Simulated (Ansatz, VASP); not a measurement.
**One calculation of Sn, two programs**

```
Sn
1.0
    -1.92911    1.92911    1.89129
     1.92911   -1.92911    1.89129
     1.92911    1.92911   -1.89129
Sn
1
Cartesian
  0.0000 0.0000 0.0000
```

Change from the starting cell: strain +0.0200 x Voigt [1, 1, 0, 0, 0, 0], atoms carried along.

Alike in both runs: task single point; functional r2SCAN; k mesh 22 × 22 × 22; occupations gaussian, width 0.15 eV; no spin polarisation.

```csv
,VASP,Ansatz
version,VASP 6.6.1,Ansatz 0.2.0
potentials or method,"VASP PAW PBE potentials, release 64 (Sn_d), cutoff 520 eV","scalar-relativistic, plane waves, PAW"
valence electrons in the cell,14,14
```

|  | VASP | Ansatz | Ansatz less VASP |
| --- | --- | --- | --- |
| gap on the k mesh at the Fermi level (eV) | none | none | - |
| pressure (GPa) | -2.1 | -2.1 | +0.01 |
| traceless stress, the component that is largest in VASP (GPa) | -0.23 | -0.23 | -0.001 |

VASP's potentials were made for PBE, not for r2SCAN. A gap of «none» marks a metal or a gap that the smearing closes. With one functional, cell and mesh, what is left measures potentials, basis and numerics.
